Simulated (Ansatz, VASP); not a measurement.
**One calculation of TiB6, two programs**

INCAR

```
SYSTEM = TiB6
  PREC = Accurate
  ENCUT = 600
  EDIFF = 1E-6
  ISMEAR = 0
  SIGMA = 0.1
  LREAL = .FALSE.
  LASPH = .TRUE.
  NELM = 80
  ALGO = Normal
  ISIF = 3
  LWAVE = .FALSE.
  LCHARG = .FALSE.
  GGA = PE
  IBRION = 2
  NSW = 90
  EDIFFG = -0.04
```

File KPOINTS:

```
Automatic mesh
0
G
  4 4 4
  0 0 0
```

POSCAR

```
TiB6
1.0
   -2.7231130800      2.7231130800      2.7231130800
    2.7231130800     -2.7231130800      2.7231130800
    2.7231130800      2.7231130800     -2.7231130800
Ti B
1 6
Direct
    0.0000000000      0.0000000000      0.0000000000
    0.7106712500      0.7106712500      0.0000000000
    0.2893287500      0.2893287500      0.0000000000
    0.0000000000      0.2893287500      0.2893287500
    0.0000000000      0.7106712500      0.7106712500
    0.7106712500      0.0000000000      0.7106712500
    0.2893287500      0.0000000000      0.2893287500
```

Input for Ansatz:

```yaml
crystal:
  lattice:
    - [-2.72311308, 2.72311308, 2.72311308]
    - [2.72311308, -2.72311308, 2.72311308]
    - [2.72311308, 2.72311308, -2.72311308]
  atoms:
    - { symbol: Ti, position: [0.0, 0.0, 0.0] }
    - { symbol: B, position: [0.71067125, 0.71067125, 0.0] }
    - { symbol: B, position: [0.28932875, 0.28932875, 0.0] }
    - { symbol: B, position: [0.0, 0.28932875, 0.28932875] }
    - { symbol: B, position: [0.0, 0.71067125, 0.71067125] }
    - { symbol: B, position: [0.71067125, 0.0, 0.71067125] }
    - { symbol: B, position: [0.28932875, 0.0, 0.28932875] }
basis:
  ecutwfc: 420
kpoints:
  mp_grid: { grid: [4, 4, 4] }
hamiltonian:
  xc: pbe
scf:
  occupations: { method: gaussian, width: 0.1 }
  lower_state_search: "off"
output:
  forces: true
  stress: true
  eigenvalues: true
relax:
  adjacent_minimum: "off"
  f_tol: 0.04
  max_steps: 70
  cell: { stress_tol: 0.4 }
```

Change from the starting cell: species swapped into the MoF6 type (Im-3m, No. 229).

Alike in both runs: task relaxation of cell and atoms; functional PBE; k mesh 4 × 4 × 4; occupations gaussian, width 0.1 eV; no spin polarisation.

|  | VASP | Ansatz |
| --- | --- | --- |
| version | VASP 6.6.1 | Ansatz 0.2.0 |
| potentials or method | VASP PAW PBE potentials, release 64 (Ti_sv, B), cutoff 600 eV | scalar-relativistic, plane waves, PAW |
| valence electrons in the cell | 30 | 30 |

|  | VASP | Ansatz | Ansatz less VASP |
| --- | --- | --- | --- |
| gap on the k mesh at the Fermi level, each at its own relaxed structure (eV) | none | none | - |
| relaxed volume (Å³/atom) | 14.91 | 14.88 | -0.027 |
| relaxed cell length with the largest relative difference (Å) | 5.137 | 5.134 | -0.0031 |

A gap of «none» marks a metal or a gap that the smearing closes.

The k mesh is coarse, so the values compare programs but aren't converged. Noted on VASP's run: the volume moved by over 15 % at a fixed basis, so the end points are rough; too few bands were computed for a metal, which touches its energy and stress.
